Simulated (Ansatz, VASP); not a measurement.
# Two plane-wave programs on As

The input INCAR:

```
PREC     = Accurate       # precision mode
ENCUT    = 520            # plane-wave cutoff, eV
EDIFF    = 1E-6           # SCF threshold, eV
ISMEAR   = 0              # smearing method
SIGMA    = 0.15           # smearing width, eV
LREAL    = False          # projectors in reciprocal space
LASPH    = True           # aspherical terms in the spheres
NELM     = 100            # most SCF steps
ALGO     = Normal         # electronic algorithm
ISIF     = 2              # what is computed and relaxed
LWAVE    = False          # write WAVECAR
LCHARG   = True           # write CHGCAR
GGA      = PS             # functional
LELF     = True           # ELF
LVHAR    = True         
NBANDS   = 12             # bands
```

KPOINTS

```
Automatic mesh
0
Gamma
  18 18 18
```

File POSCAR:

```
As
1.0
    1.8515532156      1.0689947475      3.4857700000
   -1.8515532156      1.0689947475      3.4857700000
    0.0000000000     -2.1379894949      3.4857700000
As
2
Direct
    0.2275400000      0.2275400000      0.2275400000
    0.7724600000      0.7724600000      0.7724600000
```

Input for Ansatz:

```yaml
crystal:
  lattice:
    - [1.8515532156, 1.0689947475, 3.48577]
    - [-1.8515532156, 1.0689947475, 3.48577]
    - [0.0, -2.1379894949, 3.48577]
  atoms:
    - { symbol: As, position: [0.22754, 0.22754, 0.22754] }
    - { symbol: As, position: [0.77246, 0.77246, 0.77246] }
basis:
  ecutwfc: 420
kpoints:
  mp_grid: { grid: [18, 18, 18] }
hamiltonian:
  xc: pbesol
scf:
  occupations: { method: gaussian, width: 0.15 }
output:
  forces: true
  stress: true
  eigenvalues: true
```

Change from the starting cell: strain -0.015 along x and y, +0.000 along z, atoms carried along.

Alike in both runs: task single point; functional PBEsol; k mesh 18 × 18 × 18; occupations gaussian, width 0.15 eV; no spin polarisation.

|  | VASP | Ansatz |
| --- | --- | --- |
| version | VASP 6.6.1 | Ansatz 0.2.0 |
| potentials or method | VASP PAW PBE potentials, release 64 (As), cutoff 520 eV | scalar-relativistic, plane waves, PAW |
| valence electrons in the cell | 10 | 30 |

|  | VASP | Ansatz | Ansatz less VASP |
| --- | --- | --- | --- |
| gap on the k mesh at the Fermi level (eV) | none | none | - |
| pressure (GPa) | 3.4 | 2.9 | -0.49 |
| traceless stress, the component that is largest in VASP (GPa) | -1.70 | -1.59 | +0.115 |
| rms of the force components (eV/Å) | 0.243 | 0.199 | -0.0440 |

VASP's potentials were made for PBE, not for PBEsol. Atom by atom the forces differ by 0.044 eV/Å (rms over components). A gap of «none» marks a metal or a gap that the smearing closes. VASP's potentials hold 10 valence electrons a cell and Ansatz's 30, so a difference there can come from the potentials and not from the codes.
